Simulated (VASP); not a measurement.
# SrO: single point with PBEsol

Crystal: SrO.

```
CELL_PARAMETERS angstrom
3.62298 0.00000 0.00000
-1.81149 3.13759 0.00000
0.00000 0.00000 6.33924
ATOMIC_POSITIONS crystal
Sr 0.66667 0.33333 0.75000
Sr 0.33333 0.66667 0.25000
O 0.00000 0.00000 0.50000
O 0.00000 0.00000 0.00000
```

* Program: VASP 6.6.1
* Task: single point
* Functional: PBEsol
* Potentials or basis: VASP PAW PBE potentials, release 64 (Sr_sv, O)
* Cutoff: 520 eV
* k mesh: 9 × 9 × 5
* Occupations: fermi-dirac, width 0.05 eV
* Spin: no spin polarisation

- Pressure: -6.0 GPa
- Band gap on the k mesh: 2.61 eV

Stress tensor (GPa, compression positive):
```
-5.60  0.00  0.00
 0.00 -5.60  0.00
 0.00  0.00 -6.89
```

Levels at points of the mesh, in eV from the valence-band top:
| k point | band 13 | band 14 | band 15 | band 16 | band 17 | band 18 | band 19 | band 20 |
| --- | --- | --- | --- | --- | --- | --- | --- | --- |
| (0.00, 0.00, 0.00) | -0.95 | -0.70 | -0.70 | 0.00 | 2.61 | 4.80 | 5.00 | 6.01 |

Run time: 100 s on 1 thread of Intel Xeon 8259CL, on a shared host, peak memory 0.21 GiB.

Caveat: the cell stands under tension; the PAW data sets were made with another functional, which shifts forces and pressure a little. A k mesh can miss the band edges.
